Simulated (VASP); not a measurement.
Crystal: Pt.

```xyz
1
Lattice="-1.5842 1.5842 1.5842 1.5842 -1.5842 1.5842 1.5842 1.5842 -1.5842" Properties=species:S:1:pos:R:3 pbc="T T T"
Pt    0.0000    0.0000    0.0000
```

Program: VASP 6.6.1. Alike in all runs: task single point; potentials or basis VASP PAW PBE potentials, release 64 (Pt); cell as given.

Problem. Order these runs on this cell by their pressure, lowest first.
A. level PBE; spin off; k mesh 12 × 12 × 12; cutoff (eV) 500; smearing gaussian 0.023 eV
B. level r2SCAN50; spin off; k mesh 6 × 6 × 6; cutoff (eV) 520; smearing fermi-dirac 0.05 eV; grid for exact exchange (PRECFOCK) Normal
C. level PBEsol; spin non-collinear, zero start, SOC; k mesh 12 × 12 × 12; cutoff (eV) 500; smearing fermi-dirac 0.05 eV
D. level r2SCAN; spin non-collinear, zero start, SOC; k mesh 9 × 9 × 9; cutoff (eV) 520; smearing fermi-dirac 0.05 eV
E. level r2SCANh; spin off; k mesh 6 × 6 × 6; cutoff (eV) 520; smearing fermi-dirac 0.05 eV; grid for exact exchange (PRECFOCK) Normal

Solution. B (-16.5 GPa), C (-10.9 GPa), E (-8.0 GPa), D (-5.9 GPa), A (-1.9 GPa).

Caveats: some runs use coarse meshes; the PAW data sets were made with another functional, which shifts forces and pressure a little (some runs).
